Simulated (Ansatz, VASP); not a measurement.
Given: the input of a run of Ansatz 0.2.0 on I.

The input input.yaml:

```yaml
crystal:
  lattice:
    - [0.0, 2.3656004428, 3.9098401324]
    - [2.1922454667, 0.0, 3.9098401324]
    - [2.1922454667, 2.3656004428, 0.0]
  atoms:
    - { symbol: I, position: [0.0, 0.0, 0.0] }
kpoints:
  mp_grid: { grid: [9, 9, 9] }
scf:
  occupations: { method: fermi_dirac, width: 0.05 }
hamiltonian:
  xc: rpbe
  dispersion: d4
  pseudopotentials: { kind: all_electron, lapw: { basis_error: 0.001 } }
output:
  forces: true
  stress: true
relax:
  f_tol: 0.005
  max_steps: 60
  cell: {}
```

Potentials or basis: all-electron LAPW, scalar-relativistic.

The run is started by

```sh
$ ansatz run input.yaml --threads 1 --pin off --max-ram 3072MiB --backend cpu --events-out ev --progress --plain --runs-dir out
```

Translate it to VASP 6.6.1. Potentials there: VASP PAW PBE potentials, release 64 (I).

As run (the cutoff follows the program's own potentials):

Contents of INCAR:

```
SYSTEM = I
ALGO = Normal
EDIFF = 1E-6
EDIFFG = -0.005
ENCUT = 600
GGA = RP
IBRION = 2
ISIF = 3
ISMEAR = -1
IVDW = 13
LASPH = .TRUE.
LCHARG = .FALSE.
LREAL = .FALSE.
LWAVE = .FALSE.
NELM = 60
NSW = 80
PREC = Accurate
SIGMA = 0.05
```

Contents of KPOINTS:

```
k-points
0
G
  9 9 9
  0 0 0
```

The input POSCAR:

```
I
1.0
    0.0000000000      2.3656004428      3.9098401324
    2.1922454667      0.0000000000      3.9098401324
    2.1922454667      2.3656004428      0.0000000000
I
1
Direct
    0.0000000000      0.0000000000      0.0000000000
```

Potentials or basis: VASP PAW PBE potentials, release 64 (I).

Run with:

```console
$ cat potpaw_PBE.64/I/POTCAR > POTCAR
$ mpirun -np 1 vasp_std > vasp.out
```

Both were run:

|  | VASP | Ansatz | Ansatz less VASP |
| --- | --- | --- | --- |
| relaxed volume (Å³/atom) | 35.19 | 35.22 | +0.025 |
| relaxed cell length with the largest relative difference (Å) | 3.186 | 3.188 | +0.0016 |

VASP's potentials were made for PBE, not for RPBE. Ansatz ran all-electron here, and VASP with PAW potentials.

Spin-orbit coupling is off throughout.
